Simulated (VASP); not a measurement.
# Ta3N (P-3m1) in VASP: a series of runs

Ta3N is run at these levels: r2SCAN; tasks: single point.

All numbers are computed with VASP 6.6.1; they aren't measurements. Logs are shortened: lines on timing, memory, paths and dates and some standing lists are left out, and cuts for length are marked.

### Step 1. The cell of the first run

Symmetry: P-3m1, No. 164, trigonal system. The conventional cell has a = 2.990 Å, b = 2.990 Å, c = 7.603 Å, α = 90.00°, β = 90.00°, γ = 120.00°. Within 3.9 Å of Ta (site symmetry -3m) lie 12 Ta at 2.99 to 3.01 Å and 2 N at 3.80 Å. Ta (site symmetry 3m) has 3 N at 2.18 Å and 12 Ta at 2.99 to 3.18 Å within 3.2 Å. N (site symmetry -3m) has 6 Ta at 2.18 Å and 6 N at 2.99 Å within 3.0 Å.

### Step 2. Single point, r2SCAN

Input file POSCAR:

```
Ta3N
1.0
    2.9904790395      0.0000000000      0.0000000000
   -1.4952395198      2.5898308177      0.0000000000
    0.0000000000      0.0000000000      7.6030441739
Ta N
3 1
Direct
    0.0000000000      0.0000000000      0.5000000000
    0.3333333333      0.6666666667      0.1755176138
    0.6666666667      0.3333333333      0.8244823862
    0.0000000000      0.0000000000      0.0000000000
```

Input file INCAR.step1:

```
SYSTEM = Ta3N
PREC     = Accurate       ! precision mode
ENCUT    = 520            ! plane-wave cutoff, eV
ISMEAR   = 0              ! smearing method
SIGMA    = 0.1            ! smearing width, eV
LREAL    = .FALSE.        ! projectors in reciprocal space
LASPH    = .TRUE.         ! aspherical terms in the spheres
NELM     = 100            ! most SCF steps
NBANDS   = 27             ! bands
GGA      = PE             ! functional
ALGO     = Normal         ! electronic algorithm
EDIFF    = 1E-4           ! SCF threshold, eV
LWAVE    = .TRUE.         ! write WAVECAR
LCHARG   = .FALSE.        ! write CHGCAR
```

Input file INCAR.step2:

```
SYSTEM = Ta3N
PREC     = Accurate       ! precision mode
ENCUT    = 520            ! plane-wave cutoff, eV
EDIFF    = 1E-6           ! SCF threshold, eV
ISMEAR   = 0              ! smearing method
SIGMA    = 0.1            ! smearing width, eV
LREAL    = .FALSE.        ! projectors in reciprocal space
LASPH    = .TRUE.         ! aspherical terms in the spheres
NELM     = 100            ! most SCF steps
ALGO     = Normal         ! electronic algorithm
ISIF     = 2              ! what is computed and relaxed
LWAVE    = .FALSE.        ! write WAVECAR
LCHARG   = .FALSE.        ! write CHGCAR
METAGGA  = R2SCAN         ! meta-GGA
LMIXTAU  = .TRUE.       
NBANDS   = 27             ! bands
ISTART   = 1
```

Input file KPOINTS:

```
regular mesh
0
G
  18 18 6
  0 0 0
```

Potentials or basis: VASP PAW PBE potentials, release 64 (Ta_pv, N).

Started as:

```sh
$ cat potpaw_PBE.64/Ta_pv/POTCAR potpaw_PBE.64/N/POTCAR > POTCAR
$ cp INCAR.step1 INCAR
$ mpirun -np 1 vasp_std > vasp.out
$ cp INCAR.step2 INCAR
$ mpirun -np 1 vasp_std > vasp.out
```

OUTCAR:

```text
SYSTEM = Ta3N
   PREC = Accurate
   ENCUT = 520
   EDIFF = 1E-6
   ISMEAR = 0
   LREAL = .FALSE.
   LASPH = .TRUE.
   NELM = 100
   ISIF = 2
   METAGGA = R2SCAN
   ISTART = 1

 ion  position               nearest neighbor table
   1  0.000  0.000  0.500-   2 3.01   3 3.01   3 3.01   2 3.01   3 3.01   2 3.01
   2  0.333  0.667  0.176-   4 2.18   4 2.18   4 2.18   1 3.01   1 3.01   1 3.01   3 3.18   3 3.18
                             3 3.18
   3  0.667  0.333  0.824-   4 2.18   4 2.18   4 2.18   1 3.01   1 3.01   1 3.01   2 3.18   2 3.18
                             2 3.18
   4  0.000  0.000  0.000-   2 2.18   3 2.18   3 2.18   2 2.18   3 2.18   2 2.18

  LATTYP: Found a hexagonal cell.
 ALAT       =     2.9904790395
 C/A-ratio  =     2.5424168080

  Lattice vectors:

 A1 = (   2.9904790395,   0.0000000000,   0.0000000000)
 A2 = (  -1.4952395198,   2.5898308177,   0.0000000000)
 A3 = (   0.0000000000,   0.0000000000,   7.6030441739)

Analysis of symmetry for initial positions (statically):
=====================================================================
 Subroutine PRICEL returns:
 Original cell was already a primitive cell.

 Routine SETGRP: Setting up the symmetry group for a
 hexagonal supercell.

 Subroutine GETGRP returns: Found 12 space group operations
 (whereof 12 operations were pure point group operations)
 out of a pool of 24 trial point group operations.

The static configuration has the point symmetry D_3d.

Analysis of symmetry for dynamics (positions and initial velocities):
=====================================================================
 Subroutine PRICEL returns:
 Original cell was already a primitive cell.

 Routine SETGRP: Setting up the symmetry group for a
 hexagonal supercell.

 Subroutine GETGRP returns: Found 12 space group operations
 (whereof 12 operations were pure point group operations)
 out of a pool of 24 trial point group operations.

The dynamic configuration has the point symmetry D_3d.

 Subroutine INISYM returns: Found 12 space group operations
 (whereof 12 operations are pure point group operations),
 and found     1 'primitive' translations

----------------------------------------------------------------------------------------

                                     Primitive cell

  volume of cell :      58.8843

  direct lattice vectors                    reciprocal lattice vectors
     2.990479039  0.000000000  0.000000000     0.334394586  0.193062804  0.000000000
    -1.495239520  2.589830818  0.000000000     0.000000000  0.386125608  0.000000000
     0.000000000  0.000000000  7.603044174     0.000000000  0.000000000  0.131526265

  length of vectors
     2.990479039  2.990479040  7.603044174     0.386125608  0.386125608  0.131526265

  position of ions in fractional coordinates (direct lattice)
     0.000000000  0.000000000  0.500000000
     0.333333333  0.666666667  0.175517614
     0.666666667  0.333333333  0.824482386
     0.000000000  0.000000000  0.000000000

  ion indices of the primitive-cell ions
   primitive index   ion index
                 1           1
                 2           2
                 3           3
                 4           4

----------------------------------------------------------------------------------------

 KPOINTS: regular mesh

Automatic generation of k-mesh.
 Grid dimensions read from file:
 generate k-points for:   18   18    6

 Generating k-lattice:

  Cartesian coordinates                     Fractional coordinates (reciprocal lattice)
     0.018577477  0.010725711  0.000000000     0.055555556  0.000000000  0.000000000
     0.000000000  0.021451423  0.000000000     0.000000000  0.055555556  0.000000000
     0.000000000  0.000000000  0.021921044     0.000000000  0.000000000  0.166666667

  Length of vectors
     0.021451423  0.021451423  0.021921044

  Shift w.r.t. Gamma in fractional coordinates (k-lattice)
     0.000000000  0.000000000  0.000000000

 Subroutine IBZKPT returns following result:
 ===========================================

 Found    202 irreducible k-points:

 Following reciprocal coordinates:
            Coordinates               Weight
  0.000000  0.000000  0.000000      1.000000
  0.055556 -0.000000  0.000000      6.000000
  0.111111 -0.000000  0.000000      6.000000
  0.166667 -0.000000  0.000000      6.000000
  0.222222 -0.000000  0.000000      6.000000
  0.277778 -0.000000  0.000000      6.000000
[... 16 lines left out ...]
  0.333333  0.111111  0.000000     12.000000
  0.388889  0.111111  0.000000     12.000000
 [... further k-points ...]
   k-points           NKPTS =    202   k-points in BZ     NKDIM =    202   number of bands    NBANDS=     27
   number of dos      NEDOS =    301   number of ions     NIONS =      4
   total plane-waves  NPLWV =  34560
   dimension x,y,z NGX =    24 NGY =   24 NGZ =   60
   dimension x,y,z NGXF=    48 NGYF=   48 NGZF=  120
   ions per type =               3   1
   NGX,Y,Z   is equivalent  to a cutoff of  13.34, 13.34, 13.12 a.u.
   NGXF,Y,Z  is equivalent  to a cutoff of  26.68, 26.68, 26.24 a.u.
 SYSTEM =  Ta3N
   PREC   = accura    normal or accurate (medium, high low for compatibility)
   ISTART =      1    job   : 0-new  1-cont  2-samecut
   ICHARG =      0    charge: 1-file 2-atom 10-const
   ISPIN  =      1    spin polarized calculation?
   LNONCOLLINEAR =      F non collinear calculations
   LSORBIT =      F    spin-orbit coupling
   LASPH  =      T    aspherical Exc in radial PAW
   ENCUT  =  520.0 eV  38.22 Ry    6.18 a.u.   5.56  5.56 14.14*2*pi/ulx,y,z
   NELM   =    100;   NELMIN=  2; NELMDL=  0     # of ELM steps
   EDIFF  = 0.1E-05   stopping-criterion for ELM
   LREAL  =      F    real-space projection
   EDIFFG = 0.1E-04   stopping-criterion for IOM
   NSW    =      0    number of steps for IOM
   IBRION =     -1    ionic relax: 0-MD 1-quasi-New 2-CG
   NFREE  =      0    steps in history (QN), initial steepest desc. (CG)
   ISIF   =      2    stress and relaxation
   ISYM   =      2    0-nonsym 1-usesym 2-fastsym
   POTIM  = 0.5000    time-step for ionic-motion
   TEBEG  =    0.0;   TEEND  =   0.0 temperature during run
   PSTRESS=    0.0 pullay stress
   NELECT =      38.0000    total number of electrons
   NUPDOWN=      -1.0000    fix difference up-down
   EMIN   =  10.00;   EMAX   =-10.00  energy-range for DOS
   EFERMI =   0.00;   METHOD = LEGACY
   ISMEAR =     0;   SIGMA  =   0.10  broadening in eV -4-tet -1-fermi 0-gaus
   EFERMI_NEDOS =   21; number of points for ismear=-14 and -15
   IALGO  =     38    algorithm
   IMIX   =      4    mixing-type and parameters
     AMIX     =   0.40;   BMIX     =  1.00
     AMIX_MAG =   1.60;   BMIX_MAG =  1.00
  volume/ion in A,a.u.               =      14.72        99.34
  Fermi-wavevector in a.u.,A,eV,Ry     =   1.414717  2.673427 27.231017  2.001423
  Thomas-Fermi vector in A             =   2.536230
   LORBIT       =      0    0 simple, 1 ext, 2 COOP (PROOUT), +10 PAW based schemes
   METAGGA = R2SCAN    functional components
   LHFCALC =     F    Hartree Fock is set to
   AEXX    =    0.0000 exact exchange contribution
   IVDW    =     0    specifies the selected vdW correction
   LEPSILON=     F    determine dielectric tensor
   LRPA    =     F    only Hartree local field effects (RPA)
 non-spin polarized calculation
 Gauss-broadening in eV      SIGMA  =   0.10
  energy-cutoff  :      520.00
  volume of cell :       58.88
 maximum number of plane-waves:      1624
 NGX is ok and might be reduce to    24
   NGX = 11   NGY = 11   NGZ = 29

 number of electron      37.9999995 magnetization

 Free energy of the ion-electron system (eV)
  ---------------------------------------------------
  ext. energy  EPLUGINS =         0.00000000
  ---------------------------------------------------
  free energy    TOTEN  =      -157.04439581 eV

  energy without entropy =     -157.02939390  energy(sigma->0) =     -157.03689486

 E-fermi :   6.7038     XC(G=0): -13.8669

 val. band max:        6.7029991360   @ k =   0.0556  -0.0000   0.5000
 cond. band min:       6.7081281500   @ k =   0.1667  -0.0000   0.3333
 fundamental gap:      0.0051290140
 Fermi energy:         6.7037593656

 k-point     1 :       0.0000    0.0000    0.0000
  band No.  band energies     occupation
      1     -29.7154      2.00000
      2     -29.4448      2.00000
      3     -29.0133      2.00000
      4     -29.0133      2.00000
      5     -28.9910      2.00000
      6     -28.9910      2.00000
[... 19 lines left out ...]
     26       9.3044      0.00000
     27      10.6585      0.00000

 k-point     2 :       0.0556   -0.0000    0.0000
  band No.  band energies     occupation
      1     -29.7096      2.00000
      2     -29.4404      2.00000
      3     -29.0419      2.00000
      4     -29.0216      2.00000
      5     -29.0161      2.00000
      6     -28.9949      2.00000
[... 19 lines left out ...]
     26       9.4408      0.00000
     27      10.8236      0.00000

 k-point     3 :       0.1111   -0.0000    0.0000
  band No.  band energies     occupation
      1     -29.6935      2.00000
      2     -29.4293      2.00000
      3     -29.1201      2.00000
      4     -29.0886      2.00000
      5     -29.0441      2.00000
      6     -29.0075      2.00000
[... 19 lines left out ...]
     26       9.7582      0.00000
     27      11.0859      0.00000

 k-point     4 :       0.1667   -0.0000    0.0000
  band No.  band energies     occupation
      1     -29.6712      2.00000
      2     -29.4210      2.00000
      3     -29.2276      2.00000
      4     -29.1961      2.00000
      5     -29.0765      2.00000
      6     -29.0285      2.00000
[... 19 lines left out ...]
     26      10.1120      0.00000
     27      11.2887      0.00000
[... 516 lines left out ...]
      4     -29.2843      2.00000
      5     -29.2340      2.00000
      6     -29.1750      2.00000
[... 19 lines left out ...]
     26      11.4095      0.00000
     27      11.6936      0.00000

 k-point    23 :       0.3333    0.1111    0.0000
  band No.  band energies     occupation
      1     -29.8175      2.00000
      2     -29.7580      2.00000
      3     -29.4638      2.00000
      4     -29.2898      2.00000
      5     -29.2544      2.00000
      6     -29.2051      2.00000
[... 19 lines left out ...]
     26      11.7542      0.00000
     27      12.0391      0.00000

 k-point    24 :       0.3889    0.1111    0.0000
  band No.  band energies     occupation
      1     -29.8749      2.00000
      2     -29.8117      2.00000
      3     -29.4624      2.00000
      4     -29.3087      2.00000
      5     -29.2518      2.00000
      6     -29.2250      2.00000
[... 19 lines left out ...]
     26      11.8678      0.00000
     27      12.2979      0.00000

 [... further k-points ...]

------------------------ aborting loop because EDIFF is reached ----------------------------------------

  FORCE on cell =-STRESS in cart. coord.  units (eV):
  Direction    XX          YY          ZZ          XY          YZ          ZX
  --------------------------------------------------------------------------------------
  -------------------------------------------------------------------------------------
  Total        0.3611133      0.3611133      0.3447935     -0.0000000      0.0000000      0.0000000
  in kB        9.8254940      9.8254940      9.3814506     -0.0000000      0.0000000      0.0000000
  external PRESSURE =       9.6774796 kB  Pullay stress =       0.0000000 kB

 VOLUME and BASIS-vectors are now :
 -----------------------------------------------------------------------------
  energy-cutoff  :      520.00
  volume of cell :       58.88
      direct lattice vectors                 reciprocal lattice vectors
     2.990479039  0.000000000  0.000000000     0.334394586  0.193062804  0.000000000
    -1.495239520  2.589830818  0.000000000     0.000000000  0.386125608  0.000000000
     0.000000000  0.000000000  7.603044174     0.000000000  0.000000000  0.131526265

 POSITION                                       TOTAL-FORCE (eV/Angst)
 -----------------------------------------------------------------------------------
      0.00000      0.00000      3.80152         0.000000      0.000000      0.000000
     -0.00000      1.72655      1.33447        -0.000000      0.000000      0.063426
      1.49524      0.86328      6.26858         0.000000     -0.000000     -0.063426
      0.00000      0.00000      0.00000        -0.000000      0.000000      0.000000
 -----------------------------------------------------------------------------------
    total drift:                                0.000000      0.000000      0.000000

  FREE ENERGIE OF THE ION-ELECTRON SYSTEM (eV)
  ---------------------------------------------------
  free  energy   TOTEN  =      -157.0443958144 eV

  energy  without entropy=     -157.0293939002  energy(sigma->0) =     -157.03689486
```

It took 35 min on 1 thread of Oxide Virtual Turin-like, shared host; peak memory 0.35 GiB.

What came out:

```yaml
Free_energy: -157.0444 eV
Pressure: 1.0 GPa
Largest_force: 0.063 eV/Å
Band_gap_on_the_k_mesh: zero (bands 19 and 20 overlap by 0.61 eV)
```

Forces on the atoms (eV/Å):
```
Ta   0.000  0.000  0.000
Ta   0.000  0.000  0.063
Ta   0.000  0.000 -0.063
N    0.000  0.000  0.000
```

Caveat: the PAW data sets were made with another functional, which shifts forces and pressure a little; spin-orbit coupling is left out, which moves the levels of the heavy elements.

### Step 3. Single point, r2SCAN

POSCAR is that of step 2.

Input file INCAR.step1:

```
SYSTEM = Ta3N
ALGO = Normal
EDIFF = 1E-4
ENCUT = 520
GGA = PE
ISMEAR = 0
LASPH = .True.
LCHARG = .False.
LREAL = .False.
LWAVE = .True.
NBANDS = 27
NELM = 80
PREC = Accurate
SIGMA = 0.15
```

Input file INCAR.step2:

```
SYSTEM = Ta3N
ALGO = Normal
EDIFF = 1E-6
ENCUT = 520
ISIF = 2
ISMEAR = 0
ISTART = 1
LASPH = .True.
LCHARG = .False.
LMIXTAU = .True.
LREAL = .False.
LWAVE = .False.
METAGGA = R2SCAN
NBANDS = 27
NELM = 80
PREC = Accurate
SIGMA = 0.15
```

Input file KPOINTS:

```
k-points
0
Gamma
  18 18 6
  0 0 0
```

Potentials or basis: VASP PAW PBE potentials, release 64 (Ta_pv, N).

Started as:

```sh
$ cat potpaw_PBE.64/Ta_pv/POTCAR potpaw_PBE.64/N/POTCAR > POTCAR
$ cp INCAR.step1 INCAR
$ mpirun -np 1 vasp_std > vasp.out
$ cp INCAR.step2 INCAR
$ mpirun -np 1 vasp_std > vasp.out
```

Wall time 34 min (1 thread of Oxide Virtual Turin-like, shared host); peak memory 0.36 GiB.

The run converged. Its results:

```yaml
Free_energy: -157.0539 eV
Pressure: 1.0 GPa
Largest_force: 0.064 eV/Å
Band_gap_on_the_k_mesh: zero (bands 19 and 20 overlap by 0.61 eV)
```

Forces in eV/Å, atoms in the order of the input:
```
Ta   0.000  0.000  0.000
Ta   0.000  0.000  0.064
Ta   0.000  0.000 -0.064
N    0.000  0.000  0.000
```

Levels at points of the mesh, in eV from the Fermi level:
```tsv
k point	band 15	band 16	band 17	band 18	band 19	band 20	band 21	band 22	band 23	band 24
(0.00, 0.00, 0.00)	-3.96	-1.69	-0.47	-0.29	-0.29	0.44	0.44	0.82	1.96	1.96
(0.50, 0.00, 0.00)	-4.03	-3.36	-1.33	-0.57	-0.07	0.89	0.93	3.98	4.31	4.77
(0.00, 0.00, 0.50)	-4.21	-1.51	-1.26	-0.10	-0.10	0.66	0.66	1.13	1.46	1.46
(0.50, 0.00, 0.50)	-3.95	-3.17	-1.48	-1.44	0.13	0.80	1.57	2.63	4.94	5.00
```

Caveat: the PAW data sets were made with another functional, which shifts forces and pressure a little; spin-orbit coupling is left out, which moves the levels of the heavy elements.
